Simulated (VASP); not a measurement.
# IrC in VASP: a series of runs, part 2 of 2

VASP 6.6.1.

## (5) Relaxation of cell and atoms, PBE

This run uses another cell than the first one, of 10.04 Å³/atom, 0.996 times its volume.

INCAR reads:

```
PREC = Accurate
ENCUT = 600
EDIFF = 1E-6
ISMEAR = 0
SIGMA = 0.1
LREAL = F
LASPH = T
NELM = 80
ALGO = Normal
ISIF = 3
LWAVE = F
LCHARG = F
GGA = PE
IBRION = 2
NSW = 100
EDIFFG = -0.01
```

KPOINTS reads:

```
regular mesh
0
Gamma
  20 20 20
```

POSCAR reads:

```
IrC
1.0
    2.7183503169      0.0000000000      0.0000000000
    0.0000000000      2.7183503169      0.0000000000
    0.0000000000      0.0000000000      2.7183503169
Ir C
1 1
Direct
    0.5000000000      0.5000000000      0.5000000000
    0.0000000000      0.0000000000      0.0000000000
```

Potentials or basis: VASP PAW PBE potentials, release 64 (Ir, C).

Launch:

```
cat potpaw_PBE.64/Ir/POTCAR potpaw_PBE.64/C/POTCAR > POTCAR
mpirun -np 1 vasp_std > vasp.out
```

OUTCAR:

```text
PREC = Accurate
   ENCUT = 600
   EDIFF = 1E-6
   ISMEAR = 0
   LREAL = F
   LASPH = T
   NELM = 80
   ISIF = 3
   GGA = PE
   IBRION = 2
   NSW = 100
   EDIFFG = -0.01

 ion  position               nearest neighbor table
   1  0.500  0.500  0.500-   2 2.35   2 2.35   2 2.35   2 2.35   2 2.35   2 2.35   2 2.35   2 2.35

   2  0.000  0.000  0.000-   1 2.35   1 2.35   1 2.35   1 2.35   1 2.35   1 2.35   1 2.35   1 2.35

  LATTYP: Found a simple cubic cell.
 ALAT       =     2.7183503169

  Lattice vectors:

 A1 = (   2.7183503169,   0.0000000000,   0.0000000000)
 A2 = (   0.0000000000,   2.7183503169,   0.0000000000)
 A3 = (   0.0000000000,   0.0000000000,   2.7183503169)

Analysis of symmetry for initial positions (statically):
=====================================================================
 Subroutine PRICEL returns:
 Original cell was already a primitive cell.

 Routine SETGRP: Setting up the symmetry group for a
 simple cubic supercell.

 Subroutine GETGRP returns: Found 48 space group operations
 (whereof 48 operations were pure point group operations)
 out of a pool of 48 trial point group operations.

The static configuration has the point symmetry O_h .

Analysis of symmetry for dynamics (positions and initial velocities):
=====================================================================
 Subroutine PRICEL returns:
 Original cell was already a primitive cell.

 Routine SETGRP: Setting up the symmetry group for a
 simple cubic supercell.

 Subroutine GETGRP returns: Found 48 space group operations
 (whereof 48 operations were pure point group operations)
 out of a pool of 48 trial point group operations.

The dynamic configuration has the point symmetry O_h .

 Subroutine INISYM returns: Found 48 space group operations
 (whereof 48 operations are pure point group operations),
 and found     1 'primitive' translations

[... 125 lines left out ...]
 conjugate gradient relaxation of ions
 non-spin polarized calculation
 Gauss-broadening in eV      SIGMA  =   0.10
  energy-cutoff  :      600.00
  volume of cell :       20.09
 maximum number of plane-waves:       691
 NGX is ok and might be reduce to    24
   NGX = 11   NGY = 11   NGZ = 11

--------------------------------------- Ionic step        1  -------------------------------------------

 number of electron      13.0000000 magnetization

 Free energy of the ion-electron system (eV)
  ---------------------------------------------------
  ext. energy  EPLUGINS =         0.00000000
  ---------------------------------------------------
  free energy    TOTEN  =       -14.72021756 eV

  energy without entropy =      -14.71530077  energy(sigma->0) =      -14.71775917

------------------------ aborting loop because EDIFF is reached ----------------------------------------

  FORCE on cell =-STRESS in cart. coord.  units (eV):
  Direction    XX          YY          ZZ          XY          YZ          ZX
  --------------------------------------------------------------------------------------
  -------------------------------------------------------------------------------------
  Total        0.3457272      0.3457272      0.3457272     -0.0000000      0.0000000     -0.0000000
  in kB       27.5757827     27.5757827     27.5757827     -0.0000000      0.0000000     -0.0000000
  external PRESSURE =      27.5757827 kB  Pullay stress =       0.0000000 kB
[... 59 lines left out ...]
--------------------------------------- Ionic step        3  -------------------------------------------

 number of electron      13.0000000 magnetization

 Free energy of the ion-electron system (eV)
  ---------------------------------------------------
  ext. energy  EPLUGINS =         0.00000000
  ---------------------------------------------------
  free energy    TOTEN  =       -14.72162011 eV

  energy without entropy =      -14.71648409  energy(sigma->0) =      -14.71905210

 E-fermi :  10.6666     XC(G=0): -13.8465

 val. band max:       10.6609481314   @ k =   0.5000   0.4000   0.2500
 cond. band min:      10.6758770785   @ k =   0.3500   0.2500   0.0500
 fundamental gap:      0.0149289471
 Fermi energy:        10.6666494821

 k-point     1 :       0.0000    0.0000    0.0000
  band No.  band energies     occupation
      1      -5.3316      2.00000
      2       3.8454      2.00000
      3       3.8454      2.00000
      4       9.5265      2.00000
      5       9.5265      2.00000
      6       9.5265      2.00000
      7      10.1015      2.00000
      8      10.1015      2.00000
      9      10.1015      2.00000
     10      15.6897      0.00000
[... 287 lines left out ...]
 k-point    24 :       0.2000    0.1000    0.0000
  band No.  band energies     occupation
      1      -4.3076      2.00000
      2       3.8262      2.00000
      3       4.1839      2.00000
      4       6.6909      2.00000
      5       7.3041      2.00000
      6       9.2887      2.00000
      7       9.6194      2.00000
      8      12.0158      0.00000
      9      12.8860      0.00000
     10      17.7350      0.00000

 [... further k-points ...]
[... 5 lines left out ...]
  --------------------------------------------------------------------------------------
  -------------------------------------------------------------------------------------
  Total       -0.0011710     -0.0011710     -0.0011710      0.0000000     -0.0000000     -0.0000000
  in kB       -0.0926332     -0.0926332     -0.0926332      0.0000000     -0.0000000     -0.0000000
  external PRESSURE =      -0.0926332 kB  Pullay stress =       0.0000000 kB
[... 17 lines left out ...]
  FREE ENERGIE OF THE ION-ELECTRON SYSTEM (eV)
  ---------------------------------------------------
  free  energy   TOTEN  =       -14.7216201105 eV

  energy  without entropy=      -14.7164840866  energy(sigma->0) =      -14.71905210

 reached required accuracy - stopping structural energy minimisation
```

OSZICAR:

```text
N       E                     dE             d eps       ncg     rms          rms(c)
DAV:   1     0.826693454671E+02    0.82669E+02   -0.71223E+03  5728   0.142E+03
DAV:   2    -0.116998898375E+02   -0.94369E+02   -0.89464E+02  5806   0.288E+02
[... 21 lines left out ...]
DAV:   1    -0.147411860444E+02   -0.25301E-01   -0.56525E-01  5828   0.121E+01    0.126E+00
DAV:   2    -0.147262740363E+02    0.14912E-01   -0.12367E-01  7942   0.456E+00    0.641E-01
DAV:   3    -0.147222254564E+02    0.40486E-02   -0.15741E-02  8056   0.130E+00    0.341E-01
DAV:   4    -0.147216136193E+02    0.61184E-03   -0.32068E-03  6526   0.683E-01    0.791E-02
DAV:   5    -0.147216145884E+02   -0.96904E-06   -0.56157E-05  5810   0.771E-02    0.427E-02
DAV:   6    -0.147216198335E+02   -0.52451E-05   -0.99230E-06  6344   0.395E-02    0.232E-03
DAV:   7    -0.147216201105E+02   -0.27700E-06   -0.23124E-07  2970   0.442E-03
   3 F= -.14721620E+02 E0= -.14719052E+02  d E =-.140255E-02
```

CONTCAR:

```text
IrC
   1.00000000000000
     2.7258020891091554   -0.0000000000000000   -0.0000000000000000
    -0.0000000000000000    2.7258020891091554   -0.0000000000000000
     0.0000000000000000    0.0000000000000000    2.7258020891091554
  Ir              C
     1     1
Direct
     0.5000000000000000    0.5000000000000000    0.5000000000000000
     0.0000000000000000    0.0000000000000000    0.0000000000000000

  0.00000000E+00  0.00000000E+00  0.00000000E+00
  0.00000000E+00  0.00000000E+00  0.00000000E+00
```

Run time: 2 min. Hardware: 1 thread of Oxide Virtual Turin-like, shared host; peak memory 0.18 GiB.

What came out:

```yaml
Free_energy: -14.7216 eV
Relaxed_volume: 10.13 Å³/atom
Relaxed_cell: a = 2.726 Å, b = 2.726 Å, c = 2.726 Å, α = 90.00°, β = 90.00°, γ = 90.00°
Space_group_after_relaxing_to_0.05_Å: Pm-3m (No. 221)
Energy_gained_by_relaxing: 0.7 meV/atom
Ionic_steps: 3
Pressure_after_relaxing: 0.0 GPa
```

Step by step:
```tsv
step	energy change (eV)	largest force (eV/Å)	pressure (GPa)	volume (Å³)
1	0.0000	0.0000	2.76	20.09
2	0.0043	0.0000	-5.28	20.59
3	-0.0014	0.0000	-0.01	20.25
```

Final structure:
```
Ir C
1.0
     2.72580    0.00000    0.00000
     0.00000    2.72580    0.00000
     0.00000    0.00000    2.72580
Ir C
1 1
Direct
  0.50000 0.50000 0.50000
  0.00000 0.00000 0.00000
```

Levels at points of the mesh, in eV from the Fermi level:
```csv
k point,band 3,band 4,band 5,band 6,band 7,band 8,band 9,band 10
"(0.00, 0.00, 0.00)",-6.82,-1.14,-1.14,-1.14,-0.57,-0.57,-0.57,5.02
"(0.50, 0.00, 0.00)",-6.06,-5.02,-5.02,-0.84,0.69,4.38,4.38,9.44
"(0.50, 0.50, 0.00)",-5.40,-5.40,-3.03,-3.03,0.37,0.70,0.86,5.95
"(0.50, 0.50, 0.50)",-9.03,-8.47,0.85,0.85,4.81,4.81,4.81,5.69
```

Caveat: spin-orbit coupling is left out, which moves the levels of the heavy elements.

## (6) The runs side by side

| task | potentials or basis | spin | cell | k mesh | cutoff (eV) | second run | gap on the mesh (eV) | pressure (GPa) |
| --- | --- | --- | --- | --- | --- | --- | --- | --- |
| single point | VASP PAW PBE potentials, release 64 (Ir, C) | off | a = 2.722 Å, 2 atoms | 20 × 20 × 20 | 520 | - | none | 1.4 |
| single point | VASP PAW PBE potentials, release 64 (Ir_sv_GW, C) | collinear, ferromagnetic start | a = 2.718 Å, 2 atoms | 6 × 6 × 6 | 600 | valence_matched | none | -0.9 |
| relaxation of cell and atoms | VASP PAW PBE potentials, release 64 (Ir, C) | off | relaxed from a = 2.718 Å, 2 atoms | 20 × 20 × 20 | 600 | - | none | 0.0 |

Alike in all rows: level PBE; smearing gaussian 0.1 eV.

Caveats: some runs use coarse meshes; spin-orbit coupling is left out, which moves the levels of the heavy elements.

Total energies depend on the potentials used, so only differences within one code and one set of settings carry meaning.
